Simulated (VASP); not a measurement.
# TaN (rocksalt type) (Fm-3m) in VASP: further runs

TaN (rocksalt type) is run at these levels: PBE; tasks: single point, relaxation of cell and atoms.

Program: VASP 6.6.1. These are calculated values, not measurements. Logs are shortened: lines on timing, memory, paths and dates and some standing lists are left out, and cuts for length are marked.

### Step 1. The cell of the first run

Symmetry: Fm-3m, No. 225, cubic system. Conventional cell: a = 4.417 Å, b = 4.417 Å, c = 4.417 Å, α = 90.00°, β = 90.00°, γ = 90.00°. Within 2.9 Å of Ta (site symmetry m-3m) lie 6 N at 2.21 Å. N (site symmetry m-3m) has 6 Ta at 2.21 Å within 2.9 Å.

### Step 2. Single point, PBE

File INCAR:

```
PREC     = Accurate       # precision mode
ENCUT    = 520            # plane-wave cutoff, eV
EDIFF    = 1E-6           # SCF threshold, eV
ISMEAR   = -1             # smearing method
SIGMA    = 0.08           # smearing width, eV
LREAL    = False          # projectors in reciprocal space
LASPH    = True           # aspherical terms in the spheres
NELM     = 100            # most SCF steps
ALGO     = Normal         # electronic algorithm
ISIF     = 2              # what is computed and relaxed
LWAVE    = False          # write WAVECAR
LCHARG   = False          # write CHGCAR
GGA      = PE             # functional
NBANDS   = 15             # bands
```

File KPOINTS:

```
regular mesh
0
Gamma
  16 16 16
```

File POSCAR:

```
TaN
1.0
    0.0000000000      2.2087370789      2.2087370789
    2.2087370789      0.0000000000      2.2087370789
    2.2087370789      2.2087370789      0.0000000000
Ta N
1 1
Direct
    0.0000000000      0.0000000000      0.0000000000
    0.5000000000      0.5000000000      0.5000000000
```

Potentials or basis: VASP PAW PBE potentials, release 64 (Ta_pv, N).

Command:

```bash
$ cat potpaw_PBE.64/Ta_pv/POTCAR potpaw_PBE.64/N/POTCAR > POTCAR
$ mpirun -np 1 vasp_std > vasp.out
```

OUTCAR:

```text
PREC = Accurate
   ENCUT = 520
   EDIFF = 1E-6
   ISMEAR = -1
   LREAL = False
   LASPH = True
   NELM = 100
   ISIF = 2
   GGA = PE

 ion  position               nearest neighbor table
   1  0.000  0.000  0.000-   2 2.21   2 2.21   2 2.21   2 2.21   2 2.21   2 2.21
   2  0.500  0.500  0.500-   1 2.21   1 2.21   1 2.21   1 2.21   1 2.21   1 2.21

  LATTYP: Found a face centered cubic cell.
 ALAT       =     4.4174741578

  Lattice vectors:

 A1 = (   0.0000000000,   2.2087370789,   2.2087370789)
 A2 = (   2.2087370789,   0.0000000000,   2.2087370789)
 A3 = (   2.2087370789,   2.2087370789,   0.0000000000)

Analysis of symmetry for initial positions (statically):
=====================================================================
 Subroutine PRICEL returns:
 Original cell was already a primitive cell.

 Routine SETGRP: Setting up the symmetry group for a
 face centered cubic supercell.

 Subroutine GETGRP returns: Found 48 space group operations
 (whereof 48 operations were pure point group operations)
 out of a pool of 48 trial point group operations.

The static configuration has the point symmetry O_h .

Analysis of symmetry for dynamics (positions and initial velocities):
=====================================================================
 Subroutine PRICEL returns:
 Original cell was already a primitive cell.

 Routine SETGRP: Setting up the symmetry group for a
 face centered cubic supercell.

 Subroutine GETGRP returns: Found 48 space group operations
 (whereof 48 operations were pure point group operations)
 out of a pool of 48 trial point group operations.

The dynamic configuration has the point symmetry O_h .

 Subroutine INISYM returns: Found 48 space group operations
 (whereof 48 operations are pure point group operations),
 and found     1 'primitive' translations

----------------------------------------------------------------------------------------

                                     Primitive cell

  volume of cell :      21.5507

  direct lattice vectors                    reciprocal lattice vectors
     0.000000000  2.208737079  2.208737079    -0.226373707  0.226373707  0.226373707
     2.208737079  0.000000000  2.208737079     0.226373707 -0.226373707  0.226373707
     2.208737079  2.208737079  0.000000000     0.226373707  0.226373707 -0.226373707

  length of vectors
     3.123625933  3.123625933  3.123625933     0.392090762  0.392090762  0.392090762

  position of ions in fractional coordinates (direct lattice)
     0.000000000  0.000000000  0.000000000
     0.500000000  0.500000000  0.500000000

  ion indices of the primitive-cell ions
   primitive index   ion index
                 1           1
                 2           2

----------------------------------------------------------------------------------------

 KPOINTS: regular mesh

Automatic generation of k-mesh.
 Grid dimensions read from file:
 generate k-points for:   16   16   16

 Generating k-lattice:

  Cartesian coordinates                     Fractional coordinates (reciprocal lattice)
    -0.014148357  0.014148357  0.014148357     0.062500000  0.000000000  0.000000000
     0.014148357 -0.014148357  0.014148357     0.000000000  0.062500000  0.000000000
     0.014148357  0.014148357 -0.014148357     0.000000000  0.000000000  0.062500000

  Length of vectors
     0.024505673  0.024505673  0.024505673

  Shift w.r.t. Gamma in fractional coordinates (k-lattice)
     0.000000000  0.000000000  0.000000000

 Subroutine IBZKPT returns following result:
 ===========================================

 Found    145 irreducible k-points:

 Following reciprocal coordinates:
            Coordinates               Weight
  0.000000  0.000000  0.000000      1.000000
  0.062500  0.000000  0.000000      8.000000
  0.125000  0.000000  0.000000      8.000000
  0.187500  0.000000  0.000000      8.000000
  0.250000  0.000000  0.000000      8.000000
  0.312500  0.000000  0.000000      8.000000
[... 16 lines left out ...]
 -0.125000  0.062500  0.000000     24.000000
[... 46 lines left out ...]
  band No.  band energies     occupation
      1     -26.4080      2.00000
      2     -26.4080      2.00000
      3     -26.4080      2.00000
      4      -9.3583      2.00000
      5       5.6060      2.00000
      6       5.6060      2.00000
      7       5.6060      2.00000
      8       7.3259      2.00000
      9       7.3259      2.00000
     10       7.3259      2.00000
     11       9.4561      0.60598
     12       9.4561      0.60598
     13      10.7985      0.00000
     14      18.7947      0.00000
     15      21.7285      0.00000

 k-point     2 :       0.0625    0.0000    0.0000
  band No.  band energies     occupation
      1     -26.4413      2.00000
      2     -26.4111      2.00000
      3     -26.4111      2.00000
      4      -9.2660      2.00000
      5       5.0997      2.00000
      6       5.2729      2.00000
      7       5.2729      2.00000
      8       7.4805      2.00000
      9       7.4805      2.00000
     10       7.5455      2.00000
     11       9.8401      0.00713
     12       9.8401      0.00713
     13      11.0929      0.00000
     14      19.0842      0.00000
     15      21.7283      0.00000

 k-point     3 :       0.1250    0.0000    0.0000
  band No.  band energies     occupation
      1     -26.5347      2.00000
      2     -26.4198      2.00000
      3     -26.4198      2.00000
      4      -8.9986      2.00000
      5       4.0709      2.00000
      6       4.5807      2.00000
      7       4.5807      2.00000
      8       7.8419      2.00000
      9       7.8419      2.00000
     10       7.8708      2.00000
     11      10.7757      0.00000
     12      10.7757      0.00000
     13      11.8401      0.00000
     14      19.8843      0.00000
     15      21.7279      0.00000
[... 343 lines left out ...]
 k-point    23 :      -0.1250    0.0625    0.0000
  band No.  band energies     occupation
      1     -26.5890      2.00000
      2     -26.4494      2.00000
      3     -26.4159      2.00000
      4      -8.8066      2.00000
      5       3.4269      2.00000
      6       4.0389      2.00000
      7       4.5024      2.00000
      8       7.7886      2.00000
      9       7.9956      2.00000
     10       8.5817      1.99992
     11      10.4354      0.00000
     12      11.8528      0.00000
     13      12.5214      0.00000
     14      20.4458      0.00000
     15      21.7276      0.00000

 k-point    24 :      -0.0625    0.0625    0.0000
  band No.  band energies     occupation
      1     -26.4873      2.00000
      2     -26.4291      2.00000
      3     -26.4102      2.00000
      4      -9.1170      2.00000
      5       4.4094      2.00000
      6       4.7367      2.00000
      7       5.0729      2.00000
      8       7.4977      2.00000
      9       7.7076      2.00000
     10       8.0133      2.00000
     11       9.8553      0.00590
     12      10.7098      0.00000
     13      11.6203      0.00000
     14      19.5439      0.00000
     15      21.7281      0.00000

 [... further k-points ...]

------------------------ aborting loop because EDIFF is reached ----------------------------------------

  FORCE on cell =-STRESS in cart. coord.  units (eV):
  Direction    XX          YY          ZZ          XY          YZ          ZX
  --------------------------------------------------------------------------------------
  -------------------------------------------------------------------------------------
  Total        0.1067463      0.1067463      0.1067463      0.0000000      0.0000000      0.0000000
  in kB        7.9359954      7.9359954      7.9359954      0.0000000      0.0000000      0.0000000
  external PRESSURE =       7.9359954 kB  Pullay stress =       0.0000000 kB

 VOLUME and BASIS-vectors are now :
 -----------------------------------------------------------------------------
  energy-cutoff  :      520.00
  volume of cell :       21.55
      direct lattice vectors                 reciprocal lattice vectors
     0.000000000  2.208737079  2.208737079    -0.226373707  0.226373707  0.226373707
     2.208737079  0.000000000  2.208737079     0.226373707 -0.226373707  0.226373707
     2.208737079  2.208737079  0.000000000     0.226373707  0.226373707 -0.226373707

 POSITION                                       TOTAL-FORCE (eV/Angst)
 -----------------------------------------------------------------------------------
      0.00000      0.00000      0.00000        -0.000000      0.000000      0.000000
      2.20874      2.20874      2.20874         0.000000     -0.000000     -0.000000
 -----------------------------------------------------------------------------------
    total drift:                                0.000000     -0.000000     -0.000000

  FREE ENERGIE OF THE ION-ELECTRON SYSTEM (eV)
  ---------------------------------------------------
  free  energy   TOTEN  =       -21.8343366943 eV

  energy  without entropy=      -21.8147812010  energy(sigma->0) =      -21.82455895
```

Run time: 12 s. Hardware: 1 thread of Intel Xeon 6975P-C (Granite Rapids), shared host; peak memory 0.17 GiB.

What came out:

```
Free energy            : -21.8343 eV
Pressure               : 0.8 GPa
Band gap on the k mesh : zero (band 8 reaches 11.26 eV, above the bottom of band 9 at 7.33 eV)
```

Caveat: spin-orbit coupling is left out, which moves the levels of the heavy elements.

### Step 3. Relaxation of cell and atoms, PBE

This run uses another cell than the first one, of 10.00 Å³/atom, 0.928 times its volume.

File INCAR:

```
PREC = Accurate ; ENCUT = 600
EDIFF = 1E-6 ; ISMEAR = -1
SIGMA = 0.08 ; LREAL = F
LASPH = T ; NELM = 100
ALGO = Normal ; ISIF = 3
LWAVE = F ; LCHARG = F
GGA = PE ; IBRION = 2
NSW = 60 ; EDIFFG = -0.005
```

KPOINTS is that of step 2.

File POSCAR:

```
TaN
1.0
    0.0000000000      2.1544346900      2.1544346900
    2.1544346900      0.0000000000      2.1544346900
    2.1544346900      2.1544346900      0.0000000000
Ta N
1 1
Direct
    0.0000000000      0.0000000000      0.0000000000
    0.5000000000      0.5000000000      0.5000000000
```

Potentials or basis: VASP PAW PBE potentials, release 64 (Ta_pv, N).

Command:

```bash
$ cat potpaw_PBE.64/Ta_pv/POTCAR potpaw_PBE.64/N/POTCAR > POTCAR
$ mpirun -np 1 vasp_std > vasp.out
```

Wall time 68 s (1 thread of Intel Xeon 6975P-C (Granite Rapids), shared host); peak memory 0.19 GiB.

It converged, with:

```yaml
Free_energy: -21.8344 eV
Relaxed_volume: 10.80 Å³/atom
Relaxed_cell: a = 3.126 Å, b = 3.126 Å, c = 3.126 Å, α = 60.00°, β = 60.00°, γ = 60.00°
Space_group_after_relaxing_to_0.05_Å: Fm-3m (No. 225)
Energy_gained_by_relaxing: 70.0 meV/atom
Ionic_steps: 19
Pressure_after_relaxing: 0.0 GPa
Band_gap_on_the_k_mesh: zero (band 8 reaches 11.22 eV, above the bottom of band 9 at 7.31 eV)
```

The path:
| step | energy change (eV) | largest force (eV/Å) | pressure (GPa) | volume (Å³) |
| --- | --- | --- | --- | --- |
| 1 | 0.0000 | 0.0000 | 30.09 | 20.00 |
| 2 | 0.5019 | 0.0000 | -39.98 | 25.94 |
| 3 | -0.1393 | 0.0000 | -1.71 | 21.71 |
| 4 | -0.1399 | 0.0000 | -0.18 | 21.61 |
| 5 | -0.1399 | 0.0000 | 0.30 | 21.58 |
| 6 | -0.1399 | 0.0000 | 0.33 | 21.58 |
| 7 | -0.1399 | 0.0000 | 0.33 | 21.58 |
| 8 | -0.1399 | 0.0000 | 0.29 | 21.58 |
| 9 | -0.1399 | 0.0000 | 0.29 | 21.58 |
| 10 | -0.1399 | 0.0000 | 0.29 | 21.58 |
| 11 | -0.1399 | 0.0000 | 0.29 | 21.58 |
| 12 | -0.1399 | 0.0000 | 0.29 | 21.58 |
| 13 | -0.1399 | 0.0000 | 0.29 | 21.58 |
| 14 | -0.1399 | 0.0000 | 0.29 | 21.58 |
| 15 | -0.1399 | 0.0000 | 0.28 | 21.58 |
| 16 | -0.1399 | 0.0000 | 0.20 | 21.59 |
| 17 | -0.1399 | 0.0000 | 0.10 | 21.59 |
| 18 | -0.1399 | 0.0000 | -0.09 | 21.61 |
| 19 | -0.1399 | 0.0000 | -0.02 | 21.60 |

Final structure:
```yaml
crystal:
  lattice:
    - [0.00000, 2.21040, 2.21040]
    - [2.21040, 0.00000, 2.21040]
    - [2.21040, 2.21040, 0.00000]
  atoms:
    - { symbol: Ta, position: [0.00000, 0.00000, 0.00000] }
    - { symbol: N, position: [0.50000, 0.50000, 0.50000] }
```

Levels at points of the mesh, in eV from the Fermi level:
| k point | band 6 | band 7 | band 8 | band 9 | band 10 | band 11 |
| --- | --- | --- | --- | --- | --- | --- |
| (0.00, 0.00, 0.00) | -3.78 | -3.78 | -2.06 | -2.06 | -2.06 | 0.07 |
| (0.50, 0.00, 0.00) | -7.46 | -7.46 | 1.86 | 1.86 | 1.95 | 3.78 |
| (0.50, 0.50, 0.00) | -5.35 | -4.60 | -4.60 | 2.07 | 3.46 | 3.46 |

Caveat: spin-orbit coupling is left out, which moves the levels of the heavy elements.

### Step 4. Relaxation of cell and atoms, PBE, target pressure 69 GPa, at which the enthalpy is minimised

This run uses another cell than the first one, of 9.27 Å³/atom, 0.860 times its volume.

File INCAR:

```
PREC = Accurate ; ENCUT = 600
EDIFF = 1E-7 ; ISMEAR = -1
SIGMA = 0.08 ; LREAL = False
LASPH = True ; NELM = 120
ALGO = Normal ; ISIF = 3
LWAVE = False ; LCHARG = False
GGA = PE ; IBRION = 2
NSW = 60 ; EDIFFG = -0.005
PSTRESS = 690.0 ; GGA_COMPAT = False
NELMIN = 4
```

KPOINTS is that of step 3.

File POSCAR:

```
TaN
1.0
    0.0000000000      2.1004394783      2.1004394783
    2.1004394783      0.0000000000      2.1004394783
    2.1004394783      2.1004394783      0.0000000000
Ta N
1 1
Direct
    0.0000000000      0.0000000000      0.0000000000
    0.5000000000      0.5000000000      0.5000000000
```

Command:

```bash
$ cat potpaw_PBE.64/Ta_pv/POTCAR potpaw_PBE.64/N/POTCAR > POTCAR
$ mpirun -np 1 vasp_std > vasp.out
```

Wall time 35 s (1 thread of Intel Xeon Platinum 8559C (Emerald Rapids), shared host); peak memory 0.19 GiB.

The run converged. Its results:

```yaml
Free_energy: -21.2673 eV
Relaxed_volume: 9.30 Å³/atom
Relaxed_cell: a = 2.974 Å, b = 2.974 Å, c = 2.974 Å, α = 60.00°, β = 60.00°, γ = 60.00°
Space_group_after_relaxing_to_0.05_Å: Fm-3m (No. 225)
Energy_change_on_relaxing_the_enthalpy_is_what_falls: -12.9 meV/atom
Ionic_steps: 3
Pressure_after_relaxing: 69.0 GPa
Band_gap_on_the_k_mesh: zero (band 8 reaches 13.49 eV, above the bottom of band 9 at 8.62 eV)
```

The path:
```tsv
step	energy change (eV)	largest force (eV/Å)	pressure (GPa)	volume (Å³)
1	0.0000	0.0000	70.96	18.53
2	-0.1261	0.0000	61.11	18.84
3	-0.0258	0.0000	69.00	18.59
```

Final structure:
```
CELL_PARAMETERS angstrom
0.00000 2.10267 2.10267
2.10267 0.00000 2.10267
2.10267 2.10267 0.00000
ATOMIC_POSITIONS crystal
Ta 0.00000 0.00000 0.00000
N 0.50000 0.50000 0.50000
```

Levels at points of the mesh, in eV from the Fermi level:
| k point | band 6 | band 7 | band 8 | band 9 | band 10 | band 11 |
| --- | --- | --- | --- | --- | --- | --- |
| (0.00, 0.00, 0.00) | -4.21 | -4.21 | -2.51 | -2.51 | -2.51 | 0.10 |
| (0.50, 0.00, 0.00) | -8.61 | -8.61 | 2.36 | 2.36 | 2.46 | 4.30 |
| (0.50, 0.50, 0.00) | -6.46 | -4.92 | -4.92 | 2.59 | 4.38 | 4.38 |

Caveat: the cell is relaxed towards a set pressure, so the enthalpy falls and the energy may rise; spin-orbit coupling is left out, which moves the levels of the heavy elements.

### Step 5. Relaxation of cell and atoms, PBE, target pressure 69 GPa, at which the enthalpy is minimised

This run uses another cell than the first one, of 9.27 Å³/atom, 0.860 times its volume.

File INCAR:

```
SYSTEM = TaN
  ALGO = Normal
  EDIFF = 1E-7
  EDIFFG = -0.005
  ENCUT = 600
  GGA = PE
  GGA_COMPAT = .FALSE.
  IBRION = 2
  ISIF = 3
  ISMEAR = -1
  LASPH = .TRUE.
  LCHARG = .FALSE.
  LREAL = .FALSE.
  LWAVE = .FALSE.
  NELM = 120
  NELMIN = 4
  NSW = 32
  PREC = Accurate
  PSTRESS = 690.0
  SIGMA = 0.08
```

File KPOINTS:

```
k-points
0
G
  16 16 16
  0 0 0
```

File POSCAR:

```
TaN
1.0
    0.0000000000      2.1007558465      2.1007558465
    2.1007558465      0.0000000000      2.1007558465
    2.1007558465      2.1007558465      0.0000000000
Ta N
1 1
Direct
    0.0000000000      0.0000000000      0.0000000000
    0.5000000000      0.5000000000      0.5000000000
```

Command:

```bash
$ cat potpaw_PBE.64/Ta_pv/POTCAR potpaw_PBE.64/N/POTCAR > POTCAR
$ mpirun -np 1 vasp_std > vasp.out
```

It took 32 s on 1 thread of Intel Xeon Platinum 8559C (Emerald Rapids), shared host; peak memory 0.18 GiB.

It converged, with:

```yaml
Free_energy: -21.2672 eV
Relaxed_volume: 9.30 Å³/atom
Relaxed_cell: a = 2.974 Å, b = 2.974 Å, c = 2.974 Å, α = 60.00°, β = 60.00°, γ = 60.00°
Space_group_after_relaxing_to_0.05_Å: Fm-3m (No. 225)
Energy_change_on_relaxing_the_enthalpy_is_what_falls: -11.0 meV/atom
Ionic_steps: 3
Pressure_after_relaxing: 69.0 GPa
Band_gap_on_the_k_mesh: zero (band 8 reaches 13.49 eV, above the bottom of band 9 at 8.62 eV)
```

Step by step:
| step | energy change (eV) | largest force (eV/Å) | pressure (GPa) | volume (Å³) |
| --- | --- | --- | --- | --- |
| 1 | 0.0000 | 0.0000 | 70.68 | 18.54 |
| 2 | -0.1088 | 0.0000 | 62.21 | 18.80 |
| 3 | -0.0221 | 0.0000 | 69.00 | 18.59 |

Final structure:
```xyz
2
Lattice="0.0000 2.1027 2.1027 2.1027 0.0000 2.1027 2.1027 2.1027 0.0000" Properties=species:S:1:pos:R:3 pbc="T T T"
Ta    0.0000    0.0000    0.0000
N     2.1027    2.1027    2.1027
```

Levels at points of the mesh, in eV from the Fermi level:
| k point | band 6 | band 7 | band 8 | band 9 | band 10 | band 11 |
| --- | --- | --- | --- | --- | --- | --- |
| (0.00, 0.00, 0.00) | -4.21 | -4.21 | -2.51 | -2.51 | -2.51 | 0.10 |
| (0.50, 0.00, 0.00) | -8.61 | -8.61 | 2.36 | 2.36 | 2.46 | 4.30 |
| (0.50, 0.50, 0.00) | -6.46 | -4.92 | -4.92 | 2.59 | 4.38 | 4.38 |

Caveat: the cell is relaxed towards a set pressure, so the enthalpy falls and the energy may rise; spin-orbit coupling is left out, which moves the levels of the heavy elements.

### Step 6. Summary

```tsv
task	cell	cutoff (eV)	gap on the mesh (eV)	pressure (GPa)
single point	a = 3.124 Å, angles 60.0°, 2 atoms	520	none	0.8
relaxation of cell and atoms	relaxed from a = 3.047 Å, angles 60.0°, 2 atoms	600	none	0.0
relaxation of cell and atoms	relaxed to 69 GPa from a = 2.970 Å, angles 60.0°, 2 atoms	600	none	69.0
relaxation of cell and atoms	relaxed to 69 GPa from a = 2.971 Å, angles 60.0°, 2 atoms	600	none	69.0
```

Alike in all rows: level PBE; potentials or basis VASP PAW PBE potentials, release 64 (Ta_pv, N); no spin polarisation; k mesh 16 × 16 × 16; smearing fermi-dirac 0.08 eV.

Caveats: spin-orbit coupling is left out, which moves the levels of the heavy elements; the cell is relaxed towards a set pressure, so the enthalpy falls and the energy may rise (some runs).

Absolute energies hang on the potentials; compare differences alone.
